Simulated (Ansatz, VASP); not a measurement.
One calculation of NaI, two programs

POSCAR

```
NaI
1.0
    3.9823528068     -0.0581837261     -0.0581837261
   -0.0581837261      3.9823528068     -0.0581837261
   -0.0581837261     -0.0581837261      3.9823528068
Na I
1 1
Direct
    0.0000000000      0.0000000000      0.0000000000
    0.5000000000      0.5000000000      0.5000000000
```

Contents of INCAR.step1:

```
  PREC = Accurate
  ENCUT = 520
  EDIFF = 1E-5
  ISMEAR = 0
  SIGMA = 0.01
  LREAL = F
  LASPH = T
  NELM = 100
  ALGO = Normal
  ISIF = 2
  LWAVE = T
  GGA = PE
  NBANDS = 14
```

Contents of INCAR.step2:

```
  PREC = Accurate
  ENCUT = 520
  EDIFF = 1E-6
  ISMEAR = 0
  SIGMA = 0.01
  LREAL = F
  LASPH = T
  NELM = 100
  ALGO = Normal
  ISIF = 2
  LWAVE = F
  LCHARG = T
  GGA = PE
  LHFCALC = T
  HFSCREEN = 0.2079
  PRECFOCK = Normal
  LELF = T
  LVHAR = T
  ISTART = 1
  NBANDS = 14
```

File KPOINTS:

```
Automatic mesh
0
Gamma
  4 4 4
```

Input for Ansatz:

```yaml
crystal:
  lattice:
    - [3.9823528068, -0.0581837261, -0.0581837261]
    - [-0.0581837261, 3.9823528068, -0.0581837261]
    - [-0.0581837261, -0.0581837261, 3.9823528068]
  atoms:
    - { symbol: Na, position: [0.0, 0.0, 0.0] }
    - { symbol: I, position: [0.5, 0.5, 0.5] }
kpoints:
  mp_grid: { grid: [4, 4, 4] }
  band_path:
    path: [[0.0, 0.0, 0.0], [0.0, 0.5, 0.0], [0.5, 0.5, 0.0], [0.5, 0.5, 0.5]]
    npoints: 1
hamiltonian:
  xc: hse06
scf:
  occupations: { method: fixed }
  n_extra_bands: 4
output:
  forces: true
  stress: true
  eigenvalues: true
```

Change from the starting cell: shear_111 strain -4.3%.

Alike in both runs: task single point; functional HSE06; k mesh 4 × 4 × 4; no spin polarisation.

|  | VASP | Ansatz |
| --- | --- | --- |
| version | VASP 6.6.1 | Ansatz 0.2.0 |
| potentials or method | VASP PAW PBE potentials, release 64 (Na_pv, I) | plane waves, PAW |
| plane-wave cutoff (eV) | 520 | 420 |
| occupations | gaussian, width 0.01 eV | fixed |
| valence electrons in the cell | 14 | 26 |

Ansatz gave:

```
gap on the k mesh at the Fermi level (eV)                     : 3.33
pressure (GPa)                                                : 1.1
traceless stress, the component that is largest in VASP (GPa) : -0.07
```

**Question.** What did VASP give for the same quantities?

**Answer.** gap on the k mesh at the Fermi level (eV): 3.31; pressure (GPa): 1.1; traceless stress, the component that is largest in VASP (GPa): -0.07.

VASP's potentials hold 14 valence electrons a cell and Ansatz's 26, so a difference there can come from the potentials and not from the codes. Ansatz's warnings: stress exchange threshold loose, stress scf threshold loose.

Spin-orbit coupling is off throughout.
